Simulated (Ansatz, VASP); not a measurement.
One calculation of MgO, two programs

The input INCAR:

```
SYSTEM = MgO
PREC = Accurate
ENCUT = 520
EDIFF = 1E-6
ISMEAR = 0
SIGMA = 0.05
LREAL = .FALSE.
LASPH = .TRUE.
NELM = 100
ALGO = Normal
ISIF = 2
LWAVE = .FALSE.
LCHARG = .TRUE.
GGA = PE
LELF = .TRUE.
LVHAR = .TRUE.
NBANDS = 16
```

KPOINTS

```
regular mesh
0
G
  9 9 6
  0 0 0
```

The input POSCAR:

```
MgO
1.0
    3.5176047605      0.0000000000      0.0000000000
   -1.7588023803      3.0463350831      0.0000000000
    0.0000000000      0.0000000000      4.5883636496
Mg O
2 2
Direct
    0.6666666667      0.3333333333      0.7500000000
    0.3333333333      0.6666666667      0.2500000000
    0.6666666667      0.3333333333      0.2500000000
    0.3333333333      0.6666666667      0.7500000000
```

Input for Ansatz:

```yaml
crystal:
  lattice:
    - [3.5176047605, 0.0, 0.0]
    - [-1.7588023803, 3.0463350831, 0.0]
    - [0.0, 0.0, 4.5883636496]
  atoms:
    - { symbol: Mg, position: [0.6666666667, 0.3333333333, 0.75] }
    - { symbol: Mg, position: [0.3333333333, 0.6666666667, 0.25] }
    - { symbol: O, position: [0.6666666667, 0.3333333333, 0.25] }
    - { symbol: O, position: [0.3333333333, 0.6666666667, 0.75] }
basis:
  ecutwfc: 520.0
kpoints:
  mp_grid: { grid: [9, 9, 6] }
hamiltonian:
  xc: pbe
  pseudopotentials: { kind: paw, azcp: { folder: soft_1 } }
scf:
  occupations: { method: gaussian, width: 0.05 }
output:
  forces: true
  stress: true
  eigenvalues: true
  write_density: true
  write_potential: true
  elf: true
  volumetric_format: npy
```

Alike in both runs: task single point; functional PBE; k mesh 9 × 9 × 6; occupations gaussian, width 0.05 eV; no spin polarisation.

|  | VASP | Ansatz |
| --- | --- | --- |
| version | VASP 6.6.1 | Ansatz 0.2.0 |
| potentials or method | VASP PAW PBE potentials, release 64 (Mg, O), cutoff 520 eV | scalar-relativistic, plane waves, PAW |
| valence electrons in the cell | 16 | 32 |

|  | VASP | Ansatz | Ansatz less VASP |
| --- | --- | --- | --- |
| gap on the k mesh at the Fermi level (eV) | 2.76 | 2.78 | +0.021 |
| least direct gap on the mesh (eV) | 2.76 | 2.78 | +0.021 |
| pressure (GPa) | -7.7 | -7.2 | +0.53 |
| traceless stress, the component that is largest in VASP (GPa) | -4.47 | -4.41 | +0.069 |

VASP's potentials hold 16 valence electrons a cell and Ansatz's 32, so a difference there can come from the potentials and not from the codes.
